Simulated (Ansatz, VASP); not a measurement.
Two plane-wave programs on SiC

POSCAR

```
SiC
1.0
    3.0775593349      0.0000000000      0.0000000000
   -1.5387796674      2.6652445657      0.0000000000
    0.0000000000      0.0000000000     10.0767691420
Si C
4 4
Direct
    0.6666666667      0.3333333333      0.9378376197
    0.3333333333      0.6666666667      0.4378376197
    0.0000000000      0.0000000000      0.6878931817
    0.0000000000      0.0000000000      0.1878931817
    0.6666666667      0.3333333333      0.7498040034
    0.3333333333      0.6666666667      0.2498040034
    0.0000000000      0.0000000000      0.5004641952
    0.0000000000      0.0000000000      0.0004641952
```

INCAR.step1

```
PREC = Accurate ; ENCUT = 520
ISMEAR = 0 ; SIGMA = 0.05
LREAL = F ; LASPH = T
NELM = 100 ; NBANDS = 26
GGA = PE ; ALGO = Normal
EDIFF = 1E-4 ; LWAVE = T
LCHARG = F
```

Contents of INCAR.step2:

```
PREC = Accurate ; ENCUT = 520
EDIFF = 1E-6 ; ISMEAR = 0
SIGMA = 0.05 ; LREAL = F
LASPH = T ; NELM = 100
ALGO = Normal ; ISIF = 2
LWAVE = F ; LCHARG = F
METAGGA = R2SCAN ; LMIXTAU = T
NBANDS = 26 ; ISTART = 1
```

The input KPOINTS:

```
Automatic mesh
0
Gamma
  12 12 4
```

Input for Ansatz:

```yaml
crystal:
  lattice:
    - [3.0775593349, 0.0, 0.0]
    - [-1.5387796674, 2.6652445657, 0.0]
    - [0.0, 0.0, 10.076769142]
  atoms:
    - { symbol: Si, position: [0.6666666667, 0.3333333333, 0.9378376197] }
    - { symbol: Si, position: [0.3333333333, 0.6666666667, 0.4378376197] }
    - { symbol: Si, position: [0.0, 0.0, 0.6878931817] }
    - { symbol: Si, position: [0.0, 0.0, 0.1878931817] }
    - { symbol: C, position: [0.6666666667, 0.3333333333, 0.7498040034] }
    - { symbol: C, position: [0.3333333333, 0.6666666667, 0.2498040034] }
    - { symbol: C, position: [0.0, 0.0, 0.5004641952] }
    - { symbol: C, position: [0.0, 0.0, 0.0004641952] }
basis:
  ecutwfc: 500
kpoints:
  mp_grid: { grid: [12, 12, 4] }
hamiltonian:
  xc: r2scan
scf:
  occupations: { method: gaussian, width: 0.05 }
output:
  forces: true
  stress: true
  eigenvalues: true
```

Alike in both runs: task single point; functional r2SCAN; k mesh 12 × 12 × 4; occupations gaussian, width 0.05 eV; no spin polarisation.

|  | VASP | Ansatz |
| --- | --- | --- |
| version | VASP 6.6.1 | Ansatz 0.2.0 |
| potentials or method | VASP PAW PBE potentials, release 64 (Si, C), cutoff 520 eV | scalar-relativistic, plane waves, PAW |
| valence electrons in the cell | 32 | 32 |

```csv
,VASP,Ansatz,Ansatz less VASP
gap on the k mesh at the Fermi level (eV),2.61,2.60,-0.011
least direct gap on the mesh (eV),3.79,3.78,-0.013
pressure (GPa),-0.2,0.0,+0.19
```

VASP's potentials were made for PBE, not for r2SCAN.
